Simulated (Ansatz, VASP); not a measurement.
# HfO2: VASP and Ansatz over several settings

```xyz
12
Lattice="5.1844 0.0000 0.0000 0.0000 4.9712 0.0000 0.0000 0.0000 4.9989" Properties=species:S:1:pos:R:3 pbc="T T T"
Hf    5.0133    3.6415    3.7064
Hf    2.7633    3.6415    1.2069
Hf    2.4211    1.3297    3.7064
Hf    0.1711    1.3297    1.2069
O     3.2772    4.6165    4.3954
O     4.4994    4.6165    1.8959
O     1.2129    2.6839    2.4609
O     1.3793    2.6839    4.9604
O     3.9715    2.2873    4.9604
O     3.8051    2.2873    2.4609
O     0.6850    0.3547    4.3954
O     1.9072    0.3547    1.8959
```

Single points on this cell with VASP 6.6.1 and Ansatz 0.2.0. Each row is one pair of runs. Alike in all rows: spin: off; k mesh: 5 × 6 × 5; smearing: fermi-dirac, width 0.05 eV.

```tsv
level	VASP's potentials, cutoff	Ansatz's potentials, cutoff	gap on the k mesh at the Fermi level (eV), VASP	gap on the k mesh at the Fermi level (eV), Ansatz	least direct gap on the mesh (eV), VASP	least direct gap on the mesh (eV), Ansatz	pressure (GPa), VASP	pressure (GPa), Ansatz
BLYP+D3(BJ)	VASP PAW PBE potentials, release 64 (Hf_pv, O), 520 eV	Ansatz PAW, 420 eV	4.56	4.60	4.74	4.77	11.4	14.1
SVWN5	VASP PAW PBE potentials, release 64 (Hf_pv, O), 520 eV	Ansatz PAW, 420 eV	4.33	4.36	4.54	4.57	-2.8	0.3
RPBE	VASP PAW PBE potentials, release 64 (Hf_pv, O), 520 eV	Ansatz PAW, 420 eV	4.59	4.64	4.78	4.82	17.3	21.0
LDA	VASP PAW LDA potentials, release 64 (Hf_pv, O), 520 eV	JTH PAW LDA, 1380 eV	4.32	?	4.53	?	-2.2	?
r2SCAN	VASP PAW PBE potentials, release 64 (Hf_pv, O), 520 eV	Ansatz PAW, 500 eV	5.03	5.08	5.25	5.28	6.1	9.9
```

**Question.** Fill in what Ansatz gave in row 4.

**Answer.** gap on the k mesh at the Fermi level (eV): 4.33; least direct gap on the mesh (eV): 4.55; pressure (GPa): -2.2.

VASP's potentials hold 88 valence electrons a cell and Ansatz's 152; VASP's potentials hold 88 valence electrons a cell and Ansatz's 96, so a difference there can come from the potentials and not from the codes.

Spin-orbit coupling is off throughout. Noted on Ansatz's runs: Pulay correction over one GPa; odd divisions of the mesh miss points on the zone boundary, where band edges often lie, so the gap on the mesh can be too wide.
